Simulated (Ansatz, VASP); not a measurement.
One calculation of ZnO, two programs

File INCAR:

```
SYSTEM = ZnO
PREC = Accurate
ENCUT = 520
EDIFF = 1E-7
ISMEAR = -1
SIGMA = 0.02
LREAL = .False.
LASPH = .True.
NELM = 60
ALGO = Normal
ISIF = 2
LWAVE = .False.
LCHARG = .False.
GGA = PE
NBANDS = 16
```

File KPOINTS:

```
Automatic mesh
0
Gamma
  10 10 10
  0 0 0
```

POSCAR

```
ZnO
1.0
    0.0708411772      2.2046115735      2.2046115735
    2.2046115735      0.0708411772      2.2046115735
    2.2046115735      2.2046115735      0.0708411772
Zn O
1 1
Direct
    0.0000000000      0.0000000000      0.0000000000
    0.5000000000      0.5000000000      0.5000000000
```

Input for Ansatz:

```yaml
crystal:
  lattice:
    - [0.0708411772, 2.2046115735, 2.2046115735]
    - [2.2046115735, 0.0708411772, 2.2046115735]
    - [2.2046115735, 2.2046115735, 0.0708411772]
  atoms:
    - { symbol: Zn, position: [0.0, 0.0, 0.0] }
    - { symbol: O, position: [0.5, 0.5, 0.5] }
kpoints:
  mp_grid: { grid: [10, 10, 10] }
  band_path:
    path:
      - [0.0, 0.0, 0.0]
      - [0.5, 0.0, 0.5]
      - [0.625, 0.25, 0.625]
      - [0.375, 0.375, 0.75]
      - [0.5, 0.5, 0.5]
      - [0.5, 0.25, 0.75]
    npoints: 1
hamiltonian:
  xc: pbe
scf:
  occupations: { method: fermi_dirac, width: 0.02 }
  n_extra_bands: 4
output:
  forces: true
  stress: true
  eigenvalues: true
```

Change from the starting cell: shear_111 strain +5.0%.

Alike in both runs: task single point; functional PBE; k mesh 10 × 10 × 10; occupations fermi-dirac, width 0.02 eV; no spin polarisation.

```csv
,VASP,Ansatz
version,VASP 6.6.1,Ansatz 0.2.0
potentials or method,"VASP PAW PBE potentials, release 64 (Zn, O)","plane waves, PAW"
plane-wave cutoff (eV),520,420
valence electrons in the cell,18,18
```

|  | VASP | Ansatz | Ansatz less VASP |
| --- | --- | --- | --- |
| pressure (GPa) | 0.0 | -0.9 | -0.92 |
| traceless stress, the component that is largest in VASP (GPa) | -2.81 | -2.84 | -0.029 |
